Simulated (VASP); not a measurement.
Write the native input for VASP 6.6.1 that does the following.

| Quantity | Value |
| --- | --- |
| Task | single point |
| Functional | PBE |
| Potentials or basis | VASP PAW PBE potentials, release 64 (Ga_d, N) |
| Cutoff | 520 eV |
| k mesh | 10 × 10 × 10 |
| Occupations | gaussian, width 0.018 eV |
| Spin | no spin polarisation |
| Dipole correction | no |
| Further INCAR settings | ALGO = Normal; EDIFF = 1e-06; NBANDS = 16 |

The structure of GaN lies in POSCAR:

```
GaN
1.0
    0.0000000000      2.2535006075      2.2535006075
    2.2535006075      0.0000000000      2.2535006075
    2.2535006075      2.2535006075      0.0000000000
Ga N
1 1
Direct
    0.0000000000      0.0000000000      0.0000000000
    0.2500000000      0.2500000000      0.2500000000
```

One way to write it, as run:

INCAR

```
SYSTEM = GaN
ALGO = Normal ; EDIFF = 1E-6
ENCUT = 520 ; GGA = PE
ISIF = 2 ; ISMEAR = 0
LASPH = .TRUE. ; LCHARG = .FALSE.
LREAL = .FALSE. ; LWAVE = .FALSE.
NBANDS = 16 ; NELM = 80
PREC = Accurate ; SIGMA = 0.018000000000000002
```

KPOINTS

```
k-points
0
G
  10 10 10
  0 0 0
```

Potentials or basis: VASP PAW PBE potentials, release 64 (Ga_d, N).

The run is started by

```sh
$ cat potpaw_PBE.64/Ga_d/POTCAR potpaw_PBE.64/N/POTCAR > POTCAR
$ mpirun -np 1 vasp_std > vasp.out
```

It gave:

```yaml
Pressure: 5.1 GPa
Band_gap_on_the_k_mesh: 1.72 eV, direct
```

Wall time 18 s on 1 thread of AMD EPYC 7R43 64-Core Processor (Zen 3), on a shared host, peak memory 0.11 GiB.
